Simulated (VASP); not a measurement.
Set up this calculation in VASP 6.6.1, as the native input.

```
Task                   : single point
Functional             : PBEsol
Potentials or basis    : VASP PAW PBE potentials, release 64 (Ag, Br)
Cutoff                 : 500 eV
k mesh                 : 8 × 8 × 8
Occupations            : fermi-dirac, width 0.01 eV
Spin                   : non-collinear spin, zero start, spin-orbit coupling
Starting moments       : [[0.0, 0.0, 0.0], [0.0, 0.0, 0.0]] μB
Dipole correction      : no
Further INCAR settings : ALGO = Normal; EDIFF = 1e-06; NBANDS = 30
```

The structure of AgBr lies in POSCAR:

```
AgBr
1.0
    2.8376951687      2.8376951687      0.0000000000
   -2.8376951687      2.8376951687      0.0000000000
    0.0000000000      2.8376951687      2.8376951687
Ag Br
1 1
Direct
    0.0000000000      0.0000000000      0.0000000000
    0.5000000000      0.5000000000      0.0000000000
```

The input as run:

INCAR

```
PREC = Accurate ; ENCUT = 500
EDIFF = 1E-6 ; ISMEAR = -1
SIGMA = 0.01 ; LREAL = F
LASPH = T ; NELM = 200
ALGO = Normal ; ISIF = 2
LWAVE = F ; LCHARG = T
LNONCOLLINEAR = T ; MAGMOM = 0 0 0 0 0 0
LORBIT = 11 ; LSORBIT = T
GGA_COMPAT = F ; LORBMOM = T
LMAXMIX = 4 ; GGA = PS
LVHAR = T ; NBANDS = 30
```

KPOINTS

```
regular mesh
0
Gamma
  8 8 8
```

Potentials or basis: VASP PAW PBE potentials, release 64 (Ag, Br).

Launch:

```bash
$ cat potpaw_PBE.64/Ag/POTCAR potpaw_PBE.64/Br/POTCAR > POTCAR
$ mpirun -np 1 vasp_ncl > vasp.out
```

Results of the run:

The pressure is -0.1 GPa and the net moment is 0.00 μB per cell. The valence electrons inside the program's atomic spheres are Ag 9.75; Br 4.81.

Caveat: the PAW data sets were made with another functional, which shifts forces and pressure a little.

Run time: 35 s on 1 thread of Intel(R) Xeon(R) 6975P-C (Granite Rapids), on a shared host, peak memory 0.3 GiB.
